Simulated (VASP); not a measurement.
**Ta2N: single point with LDA**

Crystal: Ta2N.

```
CELL_PARAMETERS angstrom
3.11644 0.00000 0.00000
-1.55822 2.69891 0.00000
0.00000 0.00000 4.74415
ATOMIC_POSITIONS crystal
Ta 0.66667 0.33333 0.74669
Ta 0.33333 0.66667 0.25331
N 0.00000 0.00000 0.00000
```

| Property | Result |
| --- | --- |
| Program | VASP 6.6.1 |
| Task | single point |
| Functional | LDA |
| Potentials or basis | VASP PAW LDA potentials, release 64 (Ta_sv_GW, N) |
| Cutoff | 700 eV |
| k mesh | 18 × 18 × 10 |
| Occupations | gaussian, width 0.15 eV |
| Spin | no spin polarisation |
| Dipole correction | no |
| Further INCAR settings | ALGO = Normal; EDIFF = 1e-06; NBANDS = 22 |

```yaml
Pressure: -6.9 GPa
Largest_force: 0.325 eV/Å
Band_gap_on_the_k_mesh: zero (an odd number of electrons rules out a gap without spin polarisation)
```

Forces in eV/Å, atoms in the order of the input:
```
Ta   0.000  0.000  0.325
Ta   0.000  0.000 -0.325
N    0.000  0.000  0.000
```

Stress tensor (GPa, compression positive):
```
-8.83  0.00  0.00
 0.00 -8.83  0.00
 0.00  0.00 -3.07
```

Levels at points of the mesh, in eV from the Fermi level:
```tsv
k point	band 13	band 14	band 15	band 16	band 17	band 18
(0.00, 0.00, 0.00)	-4.67	-0.41	-0.25	-0.25	0.08	0.08
(0.50, 0.00, 0.00)	-4.59	-2.57	-1.30	1.75	2.20	3.67
(0.00, 0.00, 0.50)	-2.59	-2.42	-1.28	-1.28	1.98	2.07
(0.50, 0.00, 0.50)	-3.22	-2.05	-2.03	-0.01	0.70	3.12
```

Run time: 6.2 min on 1 thread of AMD EPYC 7R13 Processor (Zen 3), on a shared host, peak memory 0.47 GiB.

Caveat: the stress differs along the axes, from -9 to -3 GPa; spin-orbit coupling is left out, which moves the levels of the heavy elements.
